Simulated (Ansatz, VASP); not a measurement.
## One calculation of CdF2, two programs

```xyz
3
Lattice="0.0000 2.6940 2.6940 2.6940 0.0000 2.6940 2.6940 2.6940 0.0000" Properties=species:S:1:pos:R:3 pbc="T T T"
Cd    0.0000    0.0000    0.0000
F     4.0410    4.0410    4.0410
F     1.3470    1.3470    1.3470
```

Alike in both runs: functional PBE; k mesh 5 × 5 × 5; occupations fermi-dirac, width 0.05 eV; no spin polarisation.

```csv
,VASP,Ansatz
version,VASP 6.6.1,Ansatz 0.2.0
potentials or method,"VASP PAW PBE potentials, release 64 (Cd, F)",Ansatz PAW
plane-wave cutoff (eV),520,420
valence electrons in the cell,26,34
task,single point,band structure
```

Ansatz gave:

```
gap on the k mesh at the Fermi level (eV) : 3.18
least direct gap on the mesh (eV)         : 3.60
pressure (GPa)                            : 5.5
```

Problem. Which values does VASP return?

Solution. gap on the k mesh at the Fermi level (eV): 3.15; least direct gap on the mesh (eV): 3.57; pressure (GPa): 6.2.

VASP's potentials hold 26 valence electrons a cell and Ansatz's 34, so a difference there can come from the potentials and not from the codes.

Noted on Ansatz's run: the k mesh misses the band edges, so the gap on the mesh is wider than the one along the path.
